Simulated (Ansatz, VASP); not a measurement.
One calculation of HfO2, two programs

```
Hf O
1.0
     0.07621    2.60540    2.60540
     2.60540    0.07621    2.60540
     2.60540    2.60540    0.07621
Hf O
1 2
Direct
  0.00000 0.00000 0.00000
  0.24873 0.24873 0.24873
  0.75127 0.75127 0.75127
```

Change from the starting cell: shear_111 strain +4.5%.

Alike in both runs: task single point; functional PBE; k mesh 8 × 8 × 8; occupations fermi-dirac, width 0.02 eV; no spin polarisation.

```csv
,VASP,Ansatz
version,VASP 6.6.1,Ansatz 0.2.0
potentials or method,"VASP PAW PBE potentials, release 64 (Hf_pv, O)","plane waves, PAW"
plane-wave cutoff (eV),520,420
valence electrons in the cell,22,38
```

```tsv
	VASP	Ansatz	Ansatz less VASP
gap on the k mesh at the Fermi level (eV)	3.71	3.71	-0.006
pressure (GPa)	-8.1	-4.7	+3.43
traceless stress, the component that is largest in VASP (GPa)	-1.64	-1.73	-0.093
rms of the force components (eV/Å)	0.003	0.017	+0.0134
```

Atom by atom the forces differ by 0.013 eV/Å (rms over components). With one functional, cell and mesh, what is left measures potentials, basis and numerics. VASP's potentials hold 22 valence electrons a cell and Ansatz's 38, so a difference there can come from the potentials and not from the codes.

Neither program's run includes spin-orbit coupling.
